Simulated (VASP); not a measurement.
Crystal: Be3ZnSe.

```xyz
10
Lattice="4.8238 0.0000 0.0000 0.0000 4.9867 0.0000 0.0000 0.0000 6.5968" Properties=species:S:1:pos:R:3 pbc="T T T"
Be    1.2490    0.0000    4.3511
Be    3.5748    0.0000    4.3511
Be    1.1629    2.4933    2.2457
Be    3.6609    2.4933    2.2457
Be    0.0000    2.4933    3.4779
Be    2.4119    0.0000    3.1188
Zn    0.0000    0.0000    5.5617
Zn    2.4119    2.4933    1.0351
Se    0.0000    2.4933    0.9562
Se    2.4119    0.0000    5.6406
```

The cell was built from a structure type or drawn by symmetry, and may not be a known phase.

```yaml
Program: VASP 6.6.1
Task: relaxation of cell and atoms
Functional: PBE
Potentials_or_basis: VASP PAW PBE potentials, release 64 (Be, Zn, Se)
Cutoff: 600 eV
k_mesh: 4 × 3 × 3
Occupations: gaussian, width 0.2 eV
Spin: no spin polarisation
```

At the start: pressure 41.0 GPa; volume 15.87 Å³/atom.

Where does the relaxation end?

Over 23 steps the energy falls by 2032.1 meV/atom and the volume is 14.08 Å³/atom (-11.3 %); space group Pmmn (No. 59, to 0.1 Å) before and after.

Step by step:
```csv
step,energy change (eV),largest force (eV/Å),pressure (GPa),volume (Å³)
1,0.0000,13.6597,41.04,158.68
2,-11.4869,0.9603,-11.81,261.66
3,-14.6522,1.2291,-8.15,205.46
4,-14.6841,1.3361,-7.74,203.86
5,-14.7167,1.7061,-6.24,198.74
6,-16.3092,1.3141,-6.42,181.21
7,-17.3408,3.7132,12.28,132.04
8,-18.0775,1.2122,-2.89,157.31
9,-18.2714,2.1131,2.49,144.56
10,-18.3050,1.8003,0.61,148.20
11,-19.0588,1.5282,1.33,143.14
12,-19.6667,0.8948,5.11,133.19
13,-20.0566,0.5294,-2.03,144.16
14,-20.0890,0.2753,-0.80,141.56
15,-20.1914,0.3062,0.23,140.01
16,-20.2096,0.3562,0.90,139.08
17,-20.2661,0.1986,-0.15,141.13
18,-20.2705,0.2285,-0.57,141.91
19,-20.2998,0.2117,0.07,140.76
20,-20.3039,0.2072,0.45,140.17
21,-20.3140,0.1204,-0.42,141.50
22,-20.3140,0.1204,-0.36,141.50
23,-20.3207,0.0609,0.18,140.75
```

Final structure:
```xyz
10
Lattice="5.7197 0.0000 0.0000 0.0000 3.7770 0.0000 0.0000 0.0000 6.5153" Properties=species:S:1:pos:R:3 pbc="T T T"
Be    1.1446    3.7770    3.8348
Be    4.5751    0.0000    3.8348
Be    1.7153    1.8885    2.6805
Be    4.0045    1.8885    2.6805
Be    0.0000    1.8885    3.9613
Be    2.8599    0.0000    2.5541
Zn    0.0000    0.0000    5.8884
Zn    2.8599    1.8885    0.6269
Se    0.0000    1.8885    1.0005
Se    2.8599    0.0000    5.5148
```

Caveat: the k points lie up to 0.55 Å⁻¹ apart in the final cell, too coarse for converged energies and pressures of a metal; a cell axis changed by over 15 % at a fixed basis, so the end point is rough; the relaxation stopped at a loose force limit of 0.08 eV/Å, so its end isn't a converged minimum.
